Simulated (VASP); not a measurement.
Crystal: Ba4Ru.

```
Ba Ru
1.0
     5.60746    0.00000    0.00000
     0.00000    5.60746    0.00000
     0.00000    0.00000    5.60746
Ba Ru
4 1
Cartesian
  1.4019 1.4019 1.4019
  4.2056 4.2056 1.4019
  1.4019 4.2056 4.2056
  4.2056 1.4019 4.2056
  0.0000 0.0000 0.0000
```

The cell was built from a structure type or drawn by symmetry, and may not be a known phase.

| Property | Result |
| --- | --- |
| Program | VASP 6.6.1 |
| Task | relaxation of cell and atoms |
| Functional | PBE |
| Potentials or basis | VASP PAW PBE potentials, release 64 (Ba_sv, Ru_pv) |
| Cutoff | 600 eV |
| k mesh | 4 × 4 × 4 |
| Occupations | gaussian, width 0.1 eV |
| Spin | no spin polarisation |

At the start: pressure 16.1 GPa; volume 35.26 Å³/atom.

Q: Where does the relaxation end?

A: Over 12 steps the energy falls by 633.2 meV/atom and the volume is 54.48 Å³/atom (+54.5 %); space group P-43m (No. 215, to 0.1 Å) before and after.

The path:
```csv
step,energy change (eV),largest force (eV/Å),pressure (GPa),volume (Å³)
1,0.0000,3.2272,16.09,176.32
2,-2.6522,1.0163,-1.75,283.04
3,-3.0052,0.3971,0.60,241.90
4,-3.0065,0.4756,0.30,245.40
5,-3.0069,0.4419,0.43,243.86
6,-3.0499,0.3833,0.32,248.09
7,-3.1365,0.2146,0.05,261.05
8,-3.1416,0.0802,-0.28,288.32
9,-3.1644,0.0370,-0.16,275.78
10,-3.1646,0.0521,-0.14,274.31
11,-3.1650,0.0433,0.12,270.84
12,-3.1659,0.0008,0.00,272.41
```

Final structure:
```
Ba Ru
1.0
     6.48250    0.00000    0.00000
     0.00000    6.48250    0.00000
     0.00000    0.00000    6.48250
Ba Ru
4 1
Direct
  0.24824 0.24824 0.24824
  0.75176 0.75176 0.24824
  0.24824 0.75176 0.75176
  0.75176 0.24824 0.75176
  0.00000 0.00000 0.00000
```

Caveat: the volume moved by over 15 % at a fixed basis, so the end points are rough.
